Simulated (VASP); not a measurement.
**Co: single point with PBE**

The system is Co.

```xyz
2
Lattice="2.4976 0.0000 0.0000 -1.2488 2.1630 0.0000 0.0000 0.0000 4.0288" Properties=species:S:1:pos:R:3 pbc="T T T"
Co    0.0000    1.4420    3.0216
Co    1.2488    0.7210    1.0072
```

```
Program                : VASP 6.6.1
Task                   : single point
Functional             : PBE
Potentials or basis    : VASP PAW PBE potentials, release 64 (Co)
Cutoff                 : 520 eV
k mesh                 : 10 × 10 × 6
Occupations            : gaussian, width 0.05 eV
Spin                   : collinear spin, ferromagnetic start
Starting moments       : [1.5, 1.5] μB
Dipole correction      : no
Further INCAR settings : ALGO = Normal; EDIFF = 1e-07; NBANDS = 20
```

```
Pressure                                              : -0.4 GPa
Net moment                                            : 3.32 μB per cell
Site moments                                          : Co +1.68 μB
Valence electrons inside the program's atomic spheres : Co 8.27
```

Stress tensor (GPa, compression positive):
```
-0.31  0.00  0.00
 0.00 -0.31  0.00
 0.00  0.00 -0.48
```

Levels at points of the mesh, in eV from the Fermi level:
Spin up:
| k point | band 8 | band 9 | band 10 | band 11 | band 12 | band 13 | band 14 | band 15 |
| --- | --- | --- | --- | --- | --- | --- | --- | --- |
| (0.00, 0.00, 0.00) | -1.93 | -1.93 | -0.83 | -0.83 | -0.01 | 6.38 | 21.95 | 24.45 |
| (0.50, 0.00, 0.00) | -0.71 | -0.60 | -0.56 | 1.30 | 3.30 | 9.71 | 10.35 | 12.75 |
| (0.00, 0.00, 0.50) | -2.65 | -1.14 | -1.14 | -1.14 | -1.14 | 15.08 | 15.08 | 22.67 |
| (0.50, 0.00, 0.50) | -1.06 | -0.62 | -0.62 | 1.62 | 1.62 | 7.24 | 7.24 | 18.30 |
Spin down:
```csv
k point,band 4,band 5,band 6,band 7,band 8,band 9,band 10,band 11
"(0.00, 0.00, 0.00)",-0.89,-0.89,-0.52,-0.52,-0.13,-0.13,-0.07,1.09
"(0.50, 0.00, 0.00)",-1.81,-1.07,-0.97,-0.55,1.23,1.36,1.39,2.57
"(0.00, 0.00, 0.50)",-1.46,-0.96,-0.96,-0.96,-0.96,0.76,0.76,0.76
"(0.50, 0.00, 0.50)",-2.30,-0.02,-0.02,0.30,0.30,1.33,1.33,2.25
```

Run time: 27 s on 1 thread of AMD EPYC 9R45 96-Core Processor (Zen 5), with other jobs on the host, peak memory 0.13 GiB.
